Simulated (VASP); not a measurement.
# Sb (Pm-3m) in VASP: notebook

The runs below take Sb through single point, with PBEsol.

Everything below comes from runs of VASP 6.6.1. Logs are shortened: lines on timing, memory, paths and dates and some standing lists are left out, and cuts for length are marked.

### 1 The cell of the first run

The structure is cubic, space group Pm-3m (No. 221). The conventional cell has a = 3.149 Å, b = 3.149 Å, c = 3.149 Å, α = 90.00°, β = 90.00°, γ = 90.00°. Sb (site symmetry m-3m) has 6 Sb at 3.15 Å within 4.1 Å.

### 2 Single point, PBEsol (volume scaled by 0.99)

INCAR reads:

```
SYSTEM = Sb
ALGO = Normal
EDIFF = 1E-7
ENCUT = 520
GGA = PS
ISIF = 2
ISMEAR = -1
LASPH = .True.
LCHARG = .False.
LREAL = .False.
LWAVE = .False.
NBANDS = 8
NELM = 100
PREC = Accurate
SIGMA = 0.08
```

KPOINTS reads:

```
k-points
0
Gamma
  12 12 12
  0 0 0
```

POSCAR reads:

```
Sb
1.0
    3.1494313592      0.0000000000      0.0000000000
    0.0000000000      3.1494313592      0.0000000000
    0.0000000000      0.0000000000      3.1494313592
Sb
1
Direct
    0.0000000000      0.0000000000      0.0000000000
```

Potentials or basis: VASP PAW PBE potentials, release 64 (Sb).

Started as:

```console
> cat potpaw_PBE.64/Sb/POTCAR > POTCAR
> mpirun -np 1 vasp_std > vasp.out
```

OUTCAR:

```text
SYSTEM = Sb
   EDIFF = 1E-7
   ENCUT = 520
   GGA = PS
   ISIF = 2
   ISMEAR = -1
   LASPH = .True.
   LREAL = .False.
   NELM = 100
   PREC = Accurate

 ion  position               nearest neighbor table
   1  0.000  0.000  0.000-

  LATTYP: Found a simple cubic cell.
 ALAT       =     3.1494313592

  Lattice vectors:

 A1 = (   3.1494313592,   0.0000000000,   0.0000000000)
 A2 = (   0.0000000000,   3.1494313592,   0.0000000000)
 A3 = (   0.0000000000,   0.0000000000,   3.1494313592)

Analysis of symmetry for initial positions (statically):
=====================================================================
 Subroutine PRICEL returns:
 Original cell was already a primitive cell.

 Routine SETGRP: Setting up the symmetry group for a
 simple cubic supercell.

 Subroutine GETGRP returns: Found 48 space group operations
 (whereof 48 operations were pure point group operations)
 out of a pool of 48 trial point group operations.

The static configuration has the point symmetry O_h .

Analysis of symmetry for dynamics (positions and initial velocities):
=====================================================================
 Subroutine PRICEL returns:
 Original cell was already a primitive cell.

 Routine SETGRP: Setting up the symmetry group for a
 simple cubic supercell.

 Subroutine GETGRP returns: Found 48 space group operations
 (whereof 48 operations were pure point group operations)
 out of a pool of 48 trial point group operations.

The dynamic configuration has the point symmetry O_h .

 Subroutine INISYM returns: Found 48 space group operations
 (whereof 48 operations are pure point group operations),
 and found     1 'primitive' translations

----------------------------------------------------------------------------------------

                                     Primitive cell

  volume of cell :      31.2390

  direct lattice vectors                    reciprocal lattice vectors
     3.149431359  0.000000000  0.000000000     0.317517636  0.000000000  0.000000000
     0.000000000  3.149431359  0.000000000     0.000000000  0.317517636  0.000000000
     0.000000000  0.000000000  3.149431359     0.000000000  0.000000000  0.317517636

  length of vectors
     3.149431359  3.149431359  3.149431359     0.317517636  0.317517636  0.317517636

  position of ions in fractional coordinates (direct lattice)
     0.000000000  0.000000000  0.000000000

  ion indices of the primitive-cell ions
   primitive index   ion index
                 1           1

----------------------------------------------------------------------------------------

 KPOINTS: k-points

Automatic generation of k-mesh.
 Grid dimensions read from file:
 generate k-points for:   12   12   12

 Generating k-lattice:

  Cartesian coordinates                     Fractional coordinates (reciprocal lattice)
     0.026459803  0.000000000  0.000000000     0.083333333  0.000000000  0.000000000
     0.000000000  0.026459803  0.000000000     0.000000000  0.083333333  0.000000000
     0.000000000  0.000000000  0.026459803     0.000000000  0.000000000  0.083333333

  Length of vectors
     0.026459803  0.026459803  0.026459803

  Shift w.r.t. Gamma in fractional coordinates (k-lattice)
     0.000000000  0.000000000  0.000000000

 Subroutine IBZKPT returns following result:
 ===========================================

 Found     84 irreducible k-points:

 Following reciprocal coordinates:
            Coordinates               Weight
  0.000000  0.000000  0.000000      1.000000
  0.083333  0.000000  0.000000      6.000000
  0.166667  0.000000  0.000000      6.000000
  0.250000  0.000000  0.000000      6.000000
  0.333333  0.000000  0.000000      6.000000
  0.416667  0.000000  0.000000      6.000000
[... 16 lines left out ...]
  0.333333  0.333333  0.000000     12.000000
  0.416667  0.333333  0.000000     24.000000
 [... further k-points ...]
   k-points           NKPTS =     84   k-points in BZ     NKDIM =     84   number of bands    NBANDS=      8
   number of dos      NEDOS =    301   number of ions     NIONS =      1
   total plane-waves  NPLWV =  13824
   dimension x,y,z NGX =    24 NGY =   24 NGZ =   24
   dimension x,y,z NGXF=    48 NGYF=   48 NGZF=   48
   ions per type =               1
   NGX,Y,Z   is equivalent  to a cutoff of  12.67, 12.67, 12.67 a.u.
   NGXF,Y,Z  is equivalent  to a cutoff of  25.34, 25.34, 25.34 a.u.
 SYSTEM =  Sb
   PREC   = accura    normal or accurate (medium, high low for compatibility)
   ISTART =      0    job   : 0-new  1-cont  2-samecut
   ICHARG =      2    charge: 1-file 2-atom 10-const
   ISPIN  =      1    spin polarized calculation?
   LNONCOLLINEAR =      F non collinear calculations
   LSORBIT =      F    spin-orbit coupling
   LASPH  =      T    aspherical Exc in radial PAW
   ENCUT  =  520.0 eV  38.22 Ry    6.18 a.u.   5.86  5.86  5.86*2*pi/ulx,y,z
   NELM   =    100;   NELMIN=  2; NELMDL= -5     # of ELM steps
   EDIFF  = 0.1E-06   stopping-criterion for ELM
   LREAL  =      F    real-space projection
   EDIFFG = 0.1E-05   stopping-criterion for IOM
   NSW    =      0    number of steps for IOM
   IBRION =     -1    ionic relax: 0-MD 1-quasi-New 2-CG
   NFREE  =      0    steps in history (QN), initial steepest desc. (CG)
   ISIF   =      2    stress and relaxation
   ISYM   =      2    0-nonsym 1-usesym 2-fastsym
   POTIM  = 0.5000    time-step for ionic-motion
   TEBEG  =    0.0;   TEEND  =   0.0 temperature during run
   PSTRESS=    0.0 pullay stress
   NELECT =       5.0000    total number of electrons
   NUPDOWN=      -1.0000    fix difference up-down
   EMIN   =  10.00;   EMAX   =-10.00  energy-range for DOS
   EFERMI =   0.00;   METHOD = LEGACY
   ISMEAR =    -1;   SIGMA  =   0.08  broadening in eV -4-tet -1-fermi 0-gaus
   EFERMI_NEDOS =   21; number of points for ismear=-14 and -15
   IALGO  =     38    algorithm
   IMIX   =      4    mixing-type and parameters
     AMIX     =   0.40;   BMIX     =  1.00
     AMIX_MAG =   1.60;   BMIX_MAG =  1.00
  volume/ion in A,a.u.               =      31.24       210.81
  Fermi-wavevector in a.u.,A,eV,Ry     =   0.888859  1.679699 10.749550  0.790070
  Thomas-Fermi vector in A             =   2.010343
   LORBIT       =      0    0 simple, 1 ext, 2 COOP (PROOUT), +10 PAW based schemes
   GGA     = PS    functional components
   LHFCALC =     F    Hartree Fock is set to
   AEXX    =    0.0000 exact exchange contribution
   IVDW    =     0    specifies the selected vdW correction
   LEPSILON=     F    determine dielectric tensor
   LRPA    =     F    only Hartree local field effects (RPA)
 non-spin polarized calculation
  energy-cutoff  :      520.00
  volume of cell :       31.24
 maximum number of plane-waves:       868
 NGX is ok and might be reduce to    24
   NGX = 11   NGY = 11   NGZ = 11

 number of electron       5.0000001 magnetization

 Free energy of the ion-electron system (eV)
  ---------------------------------------------------
  ext. energy  EPLUGINS =         0.00000000
  ---------------------------------------------------
  free energy    TOTEN  =        -4.49209772 eV

  energy without entropy =       -4.47643106  energy(sigma->0) =       -4.48426439

 E-fermi :   6.4858     XC(G=0):  -9.5610

 val. band max:        6.4732378881   @ k =   0.4167   0.2500   0.0833
 cond. band min:       6.5339096515   @ k =   0.4167   0.4167   0.3333
 fundamental gap:      0.0606717635
 Fermi energy:         6.4857963213

 k-point     1 :       0.0000    0.0000    0.0000
  band No.  band energies     occupation
      1      -5.6351      2.00000
      2       9.5632      0.00000
      3       9.5632      0.00000
      4       9.5632      0.00000
      5      13.3231      0.00000
      6      13.3231      0.00000
      7      14.2752      0.00000
      8      23.8851      0.00000

 k-point     2 :       0.0833    0.0000    0.0000
  band No.  band energies     occupation
      1      -5.5392      2.00000
      2       8.4151      0.00000
      3       9.6564      0.00000
      4       9.6564      0.00000
      5      13.4017      0.00000
      6      13.8785      0.00000
      7      15.0906      0.00000
      8      22.9797      0.00000

 k-point     3 :       0.1667    0.0000    0.0000
  band No.  band energies     occupation
      1      -5.2559      2.00000
      2       6.4589      1.16652
      3       9.9261      0.00000
      4       9.9261      0.00000
      5      13.6353      0.00000
      6      14.2492      0.00000
      7      17.3190      0.00000
      8      21.5524      0.00000

 k-point     4 :       0.2500    0.0000    0.0000
  band No.  band energies     occupation
      1      -4.8018      2.00000
      2       4.5436      2.00000
      3      10.3386      0.00000
      4      10.3386      0.00000
      5      14.0159      0.00000
      6      14.7024      0.00000
      7      19.6194      0.00000
      8      20.1535      0.00000

 k-point     5 :       0.3333    0.0000    0.0000
  band No.  band energies     occupation
      1      -4.2235      2.00000
      2       2.8750      2.00000
      3      10.8231      0.00000
      4      10.8231      0.00000
      5      14.5192      0.00000
      6      15.3213      0.00000
      7      18.9364      0.00000
      8      18.9364      0.00000

 k-point     6 :       0.4167    0.0000    0.0000
  band No.  band energies     occupation
      1      -3.6490      2.00000
      2       1.6323      2.00000
      3      11.2483      0.00000
      4      11.2483      0.00000
      5      15.0609      0.00000
      6      16.1087      0.00000
      7      18.0625      0.00000
      8      18.0625      0.00000

 k-point     7 :       0.5000    0.0000    0.0000
  band No.  band energies     occupation
      1      -3.3764      2.00000
      2       1.1348      2.00000
      3      11.4260      0.00000
      4      11.4260      0.00000
      5      15.3506      0.00000
      6      16.8075      0.00000
      7      17.5643      0.00000
      8      17.7339      0.00000

 k-point     8 :       0.0833    0.0833    0.0000
  band No.  band energies     occupation
      1      -5.4433      2.00000
      2       8.4480      0.00000
      3       8.5708      0.00000
      4       9.7497      0.00000
      5      13.6950      0.00000
      6      14.7229      0.00000
      7      15.3875      0.00000
      8      21.8214      0.00000

 k-point     9 :       0.1667    0.0833    0.0000
  band No.  band energies     occupation
      1      -5.1599      2.00000
      2       6.5504      0.61658
      3       8.7856      0.00000
      4      10.0196      0.00000
      5      13.9644      0.00000
      6      15.2445      0.00000
      7      17.3560      0.00000
      8      20.2442      0.00000

 k-point    10 :       0.2500    0.0833    0.0000
  band No.  band energies     occupation
      1      -4.7057      2.00000
      2       4.6363      2.00000
      3       9.2082      0.00000
      4      10.4324      0.00000
      5      14.3667      0.00000
      6      15.5957      0.00000
      7      18.4673      0.00000
      8      19.9608      0.00000
[... 78 lines left out ...]
 k-point    18 :       0.5000    0.1667    0.0000
  band No.  band energies     occupation
      1      -2.9907      2.00000
      2       1.4950      2.00000
      3       8.5146      0.00000
      4      11.7951      0.00000
      5      13.3560      0.00000
      6      16.4687      0.00000
      7      17.7523      0.00000
      8      18.0323      0.00000

 k-point    19 :       0.2500    0.2500    0.0000
  band No.  band energies     occupation
      1      -3.9655      2.00000
      2       5.1757      2.00000
      3       5.5172      1.99999
      4      11.1186      0.00000
      5      14.3477      0.00000
      6      15.3652      0.00000
      7      20.1533      0.00000
      8      20.6000      0.00000

 k-point    20 :       0.3333    0.2500    0.0000
  band No.  band energies     occupation
      1      -3.3832      2.00000
      2       3.6589      2.00000
      3       5.8914      1.99881
      4      11.6056      0.00000
      5      13.0520      0.00000
      6      15.7926      0.00000
      7      19.5672      0.00000
      8      19.9260      0.00000

 k-point    21 :       0.4167    0.2500    0.0000
  band No.  band energies     occupation
      1      -2.8021      2.00000
      2       2.4144      2.00000
      3       6.3836      1.56419
      4      12.0148      0.00000
      5      12.0329      0.00000
      6      16.4661      0.00000
      7      18.7151      0.00000
      8      18.8422      0.00000

 k-point    22 :       0.5000    0.2500    0.0000
  band No.  band energies     occupation
      1      -2.5247      2.00000
      2       1.9129      2.00000
      3       6.6050      0.36799
      4      11.6082      0.00000
      5      12.2116      0.00000
      6      16.9635      0.00000
      7      18.1848      0.00000
      8      18.3934      0.00000

 k-point    23 :       0.3333    0.3333    0.0000
  band No.  band energies     occupation
      1      -2.7957      2.00000
      2       4.0291      2.00000
      3       4.3659      2.00000
      4      11.6048      0.00000
      5      12.0926      0.00000
      6      16.3517      0.00000
      7      19.8882      0.00000
      8      20.1481      0.00000

 k-point    24 :       0.4167    0.3333    0.0000
  band No.  band energies     occupation
      1      -2.2056      2.00000
      2       2.9241      2.00000
      3       4.6974      2.00000
      4      10.5488      0.00000
      5      12.5187      0.00000
      6      17.0440      0.00000
      7      19.1734      0.00000
      8      19.3958      0.00000

 [... further k-points ...]

------------------------ aborting loop because EDIFF is reached ----------------------------------------

  FORCE on cell =-STRESS in cart. coord.  units (eV):
  Direction    XX          YY          ZZ          XY          YZ          ZX
  --------------------------------------------------------------------------------------
  -------------------------------------------------------------------------------------
  Total       -0.8152225     -0.8152225     -0.8152225     -0.0000000     -0.0000000      0.0000000
  in kB      -41.8109774    -41.8109774    -41.8109774     -0.0000000     -0.0000000      0.0000000
  external PRESSURE =     -41.8109774 kB  Pullay stress =       0.0000000 kB

 VOLUME and BASIS-vectors are now :
 -----------------------------------------------------------------------------
  energy-cutoff  :      520.00
  volume of cell :       31.24
      direct lattice vectors                 reciprocal lattice vectors
     3.149431359  0.000000000  0.000000000     0.317517636  0.000000000  0.000000000
     0.000000000  3.149431359  0.000000000     0.000000000  0.317517636  0.000000000
     0.000000000  0.000000000  3.149431359     0.000000000  0.000000000  0.317517636

 POSITION                                       TOTAL-FORCE (eV/Angst)
 -----------------------------------------------------------------------------------
      0.00000      0.00000      0.00000         0.000000      0.000000      0.000000
 -----------------------------------------------------------------------------------
    total drift:                               -0.000000      0.000000      0.000000

  FREE ENERGIE OF THE ION-ELECTRON SYSTEM (eV)
  ---------------------------------------------------
  free  energy   TOTEN  =        -4.4920977243 eV

  energy  without entropy=       -4.4764310633  energy(sigma->0) =       -4.48426439
```

It took 4.3 s on 1 thread of Intel Xeon 6975P-C, shared host; peak memory 0.15 GiB.

What came out:

* Free energy: -4.4921 eV
* Pressure: -4.2 GPa

Caveat: the PAW data sets were made with another functional, which shifts forces and pressure a little; spin-orbit coupling is left out, which moves the levels of the heavy elements.

(Continued in part 2 of 2.)
